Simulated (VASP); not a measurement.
Here is a VASP 6.6.1 calculation.

POSCAR

```
CdS
1.0
    4.1500000000      0.0000000000      0.0000000000
   -2.0750000000      3.5940054257      0.0000000000
    0.0000000000      0.0000000000      6.7370000000
Cd S
2 2
Direct
    0.6666666667      0.3333333333      0.5000000000
    0.3333333333      0.6666666667      0.0000000000
    0.6666666667      0.3333333333      0.8750000000
    0.3333333333      0.6666666667      0.3750000000
```

INCAR.step1

```
SYSTEM = CdS
ALGO = Normal ; EDIFF = 1E-5
ENCUT = 520 ; GGA = PE
ISIF = 2 ; ISMEAR = -1
LASPH = .TRUE. ; LCHARG = .FALSE.
LREAL = .FALSE. ; LWAVE = .TRUE.
NBANDS = 26 ; NELM = 100
PREC = Accurate ; SIGMA = 0.05
```

Contents of INCAR.step2:

```
SYSTEM = CdS
AEXX = 0.25 ; ALGO = Normal
EDIFF = 1E-7 ; ENCUT = 520
GGA = PE ; HFSCREEN = 0.3
ISIF = 2 ; ISMEAR = -1
ISTART = 1 ; LASPH = .TRUE.
LCHARG = .FALSE. ; LHFCALC = .TRUE.
LREAL = .FALSE. ; LWAVE = .FALSE.
NBANDS = 26 ; NELM = 100
PREC = Accurate ; PRECFOCK = Normal
SIGMA = 0.05
```

Contents of KPOINTS:

```
k-points
0
G
  4 4 2
  0 0 0
```

Potentials or basis: VASP PAW PBE potentials, release 64 (Cd, S).

Launch:

```bash
$ cat potpaw_PBE.64/Cd/POTCAR potpaw_PBE.64/S/POTCAR > POTCAR
$ cp INCAR.step1 INCAR
$ mpirun -np 1 vasp_std > vasp.out
$ cp INCAR.step2 INCAR
$ mpirun -np 1 vasp_std > vasp.out
```

What does it give for the pressure?

1.4 GPa.

Estimate the largest force.

0.062 eV/Å.

What does it give for the band gap on the k mesh?

2.03 eV, direct.

Stress tensor (GPa, compression positive):
```
1.31 0.00 0.00
0.00 1.31 0.00
0.00 0.00 1.70
```

Caveat: the k points lie up to 0.47 Å⁻¹ apart; the PAW data sets were made with another functional, which shifts forces and pressure a little.
